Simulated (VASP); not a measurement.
**LiH: single point with PBE**

The system is LiH.

```
Li H
1.0
    -4.00710    4.00710   -4.00710
     4.00710   -4.00710   -4.00710
    -4.00710   -4.00710    4.00710
Li H
16 16
Cartesian
  -2.0036 -4.0071 2.0036
  -6.0107 -2.0036 0.0000
  -2.0036 0.0000 -2.0036
  -4.0071 -2.0036 2.0036
  -2.0036 -2.0036 0.0000
  -4.0071 -4.0071 -4.0071
  -4.0071 2.0036 -2.0036
  -2.0036 -4.0071 -2.0036
  -4.0071 0.0000 0.0000
  -2.0036 -6.0107 0.0000
  2.0036 -4.0071 -2.0036
  -4.0071 -2.0036 -2.0036
  -2.0036 -2.0036 -4.0071
  -4.0071 -4.0071 0.0000
  0.0000 -2.0036 -2.0036
  0.0000 -4.0071 0.0000
  -4.0071 0.0000 -2.0036
  -4.0071 -2.0036 0.0000
  0.0000 0.0000 -2.0036
  -2.0036 -2.0036 2.0036
  0.0000 -2.0036 0.0000
  -6.0107 0.0000 0.0000
  -2.0036 2.0036 -2.0036
  0.0000 -4.0071 -2.0036
  -2.0036 0.0000 0.0000
  0.0000 -6.0107 0.0000
  0.0000 0.0000 -6.0107
  -2.0036 -2.0036 -2.0036
  0.0000 -2.0036 -4.0071
  -2.0036 -4.0071 0.0000
  2.0036 -2.0036 -2.0036
  -2.0036 0.0000 -4.0071
```

```
Program             : VASP 6.6.1
Task                : single point
Functional          : PBE
Potentials or basis : VASP PAW PBE potentials, release 64 (Li_sv, H)
Cutoff              : 520 eV
k mesh              : 4 × 4 × 4, shifted
Occupations         : gaussian, width 0.01 eV
Spin                : no spin polarisation
```

```json
{
 "Band gap on the k mesh": "3.16 eV"
}
```

Levels at points of the mesh, in eV from the valence-band top:
```tsv
k point	band 28	band 29	band 30	band 31	band 32	band 33	band 34	band 35	band 36	band 37
(0.12, 0.12, 0.12)	-1.55	-1.55	-0.70	-0.70	-0.70	4.16	4.16	4.16	5.30	5.30
```

It took 92 s on 1 thread of Intel(R) Xeon(R) 6975P-C (Granite Rapids) (shared host), peak memory 0.37 GiB.

Caveat: a shifted mesh leaves out Γ, where band edges can lie. A k mesh can miss the band edges.
